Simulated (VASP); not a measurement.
Set up this calculation in VASP 6.6.1, as the native input.

* Task: single point
* Functional: PBE
* Potentials or basis: VASP PAW PBE potentials, release 64 (C)
* Cutoff: 520 eV
* k mesh: 12 × 12 × 12
* Occupations: gaussian, width 0.05 eV
* Spin: no spin polarisation
* Dipole correction: no
* Further INCAR settings: ALGO = Normal; EDIFF = 1e-06; NBANDS = 11

The structure of C lies in POSCAR:

```
C
1.0
    0.0000000000      1.7834000000      1.7834000000
    1.7834000000      0.0000000000      1.7834000000
    1.7834000000      1.7834000000      0.0000000000
C
2
Direct
    0.2476729842      0.5000000000      0.5000000000
    0.7500000000      0.7500000000      0.7500000000
```

This cell differs from its parent crystal: atom 1 (C) moved by (-0.450, -0.450) A along y and z.

One way to write it, as run:

INCAR

```
PREC = Accurate
ENCUT = 520
EDIFF = 1E-6
ISMEAR = 0
SIGMA = 0.05
LREAL = F
LASPH = T
NELM = 60
ALGO = Normal
ISIF = 2
LWAVE = F
LCHARG = F
GGA = PE
NBANDS = 11
```

KPOINTS

```
regular mesh
0
Gamma
  12 12 12
```

Potentials or basis: VASP PAW PBE potentials, release 64 (C).

Run with:

```bash
$ cat potpaw_PBE.64/C/POTCAR > POTCAR
$ mpirun -np 1 vasp_std > vasp.out
```

Results of the run:

```
Pressure               : 155.5 GPa
Largest force          : 30.395 eV/Å
Band gap on the k mesh : zero (band 4 reaches 11.27 eV, above the bottom of band 5 at 8.10 eV)
```

Caveat: the cell differs from its parent crystal (atom 1 (C) moved by (-0.450, -0.450) A along y and z); forces of over 1 eV/Å act on the atoms, so gaps and moduli don't describe the material at rest.

It took 19 s on 1 thread of Intel(R) Xeon(R) 6975P-C (Granite Rapids), on a shared host, peak memory 0.15 GiB.
